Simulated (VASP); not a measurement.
Input of a VASP 6.6.1 run:

INCAR

```
PREC = Accurate ; ENCUT = 520
EDIFF = 1E-6 ; ISMEAR = 0
SIGMA = 0.1 ; LREAL = Auto
LASPH = T ; NELM = 60
ALGO = Normal ; ISIF = 2
LWAVE = F ; LCHARG = F
GGA = PE ; NBANDS = 87
```

Contents of KPOINTS:

```
Automatic mesh
0
Gamma
  5 5 5
```

Contents of POSCAR:

```
TaN
1.0
    2.6317805135      4.5583775637     -2.9218011614
    2.6317805135     -4.5583775637     -2.9218011614
   -5.2635610269      0.0000000000     -2.9218011614
Ta N
9 9
Direct
    0.0000000000      0.0000000000      0.0000000000
    0.6666666667      0.6666666667      0.6666666667
    0.3333333333      0.3333333333      0.3333333333
    0.8333333333      0.1666666667      0.5000000000
    0.5000000000      0.8333333333      0.1666666667
    0.1666666667      0.5000000000      0.8333333333
    0.8333333333      0.5000000000      0.1666666667
    0.5000000000      0.1666666667      0.8333333333
    0.1666666667      0.8333333333      0.5000000000
    0.8333333333      0.8333333333      0.3333333333
    0.5000000000      0.5000000000      0.0000000000
    0.1666666667      0.1666666667      0.6666666667
    0.0000000000      0.5000000000      0.5000000000
    0.6666666667      0.1666666667      0.1666666667
    0.3333333333      0.8333333333      0.8333333333
    0.8333333333      0.3333333333      0.8333333333
    0.5000000000      1.0000000000      0.5000000000
    0.1666666667      0.6666666667      0.1666666667
```

Potentials or basis: VASP PAW PBE potentials, release 64 (Ta_pv, N).

The run is started by

```sh
$ cat potpaw_PBE.64/Ta_pv/POTCAR potpaw_PBE.64/N/POTCAR > POTCAR
$ mpirun -np 1 vasp_std > vasp.out
```

(1) What does it give for the band gap on the k mesh?

(2) Estimate the pressure.

## Answers

(1) zero (bands 72 and 73 overlap by 2.06 eV).

(2) 0.6 GPa.

Caveat: spin-orbit coupling is left out, which moves the levels of the heavy elements.
